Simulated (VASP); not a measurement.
MgO: single point with PBE

The system is MgO.

```
Mg O
1.0
     3.37042    0.00000    0.00000
    -1.68521    2.91887    0.00000
     0.00000    0.00000    5.16023
Mg O
2 2
Direct
  0.33333 0.66667 0.99109
  0.66667 0.33333 0.49109
  0.33333 0.66667 0.38391
  0.66667 0.33333 0.88391
```

This cell differs from its parent crystal: strain +2.5%.

```
Program             : VASP 6.6.1
Task                : single point
Functional          : PBE
Potentials or basis : VASP PAW PBE potentials, release 64 (Mg, O)
Cutoff              : 520 eV
k mesh              : 12 × 12 × 6
Occupations         : fermi-dirac, width 0.02 eV
Spin                : no spin polarisation
```

- Pressure: -4.8 GPa
- Largest force: 0.016 eV/Å
- Band gap on the k mesh: 3.16 eV

Forces in eV/Å, atoms in the order of the input:
```
Mg   0.000  0.000 -0.016
Mg   0.000  0.000 -0.016
O    0.000  0.000  0.016
O    0.000  0.000  0.016
```

Stress tensor (GPa, compression positive):
```
-5.40  0.00  0.00
 0.00 -5.40  0.00
 0.00  0.00 -3.73
```

Levels at points of the mesh, in eV from the valence-band top:
```csv
k point,band 5,band 6,band 7,band 8,band 9,band 10,band 11,band 12
"(0.00, 0.00, 0.00)",-0.62,-0.32,-0.32,0.00,3.16,8.02,9.74,13.75
"(0.50, 0.00, 0.00)",-1.58,-1.13,-0.73,-0.43,7.56,7.74,8.81,10.28
"(0.00, 0.00, 0.50)",-0.47,-0.47,-0.47,-0.47,5.57,5.57,12.57,12.57
"(0.50, 0.00, 0.50)",-0.80,-0.80,-0.64,-0.64,7.13,7.13,10.29,10.29
```

Wall time 73 s on 1 thread of Intel Xeon 8259CL, with other jobs on the host, peak memory 0.21 GiB.

Caveat: the cell differs from its parent crystal (strain +2.5%); the cell stands under tension. A k mesh can miss the band edges.
